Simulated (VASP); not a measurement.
# TaS2 (TaS2 monolayer): single point with PBE

The system is TaS2 (TaS2 monolayer), a slab with vacuum.

```
Ta S
1.0
     3.35000    0.00000    0.00000
    -1.67500    2.90119    0.00000
     0.00000    0.00000   17.93000
Ta S
1 2
Direct
  0.00000 0.00000 0.50056
  0.66667 0.33333 0.41829
  0.33333 0.66667 0.58171
```

```
Program                : VASP 6.6.1
Task                   : single point
Functional             : PBE
Potentials or basis    : VASP PAW PBE potentials, release 64 (Ta_pv, S)
Cutoff                 : 400 eV
k mesh                 : 9 × 9 × 1
Occupations            : gaussian, width 0.02 eV
Spin                   : no spin polarisation
Dipole correction      : no
Further INCAR settings : ALGO = Normal; EDIFF = 1e-06; NBANDS = 18; NELMDL = -8
```

```yaml
Largest_force: 1.502 eV/Å
```

Forces on the atoms (eV/Å):
```
Ta   0.000  0.000 -0.259
S    0.000  0.000 -1.242
S    0.000  0.000  1.502
```

Levels at points of the mesh, in eV from the Fermi level:
```csv
k point,band 8,band 9,band 10,band 11,band 12,band 13,band 14,band 15
"(0.00, 0.00, 0.00)",-4.25,-2.59,-0.83,-0.83,0.01,0.01,0.61,4.34
```

Run time: 92 s on 1 thread of Intel Xeon 8259CL, on a shared host, peak memory 0.23 GiB.

Caveat: spin-orbit coupling is left out, which moves the levels of the heavy elements.
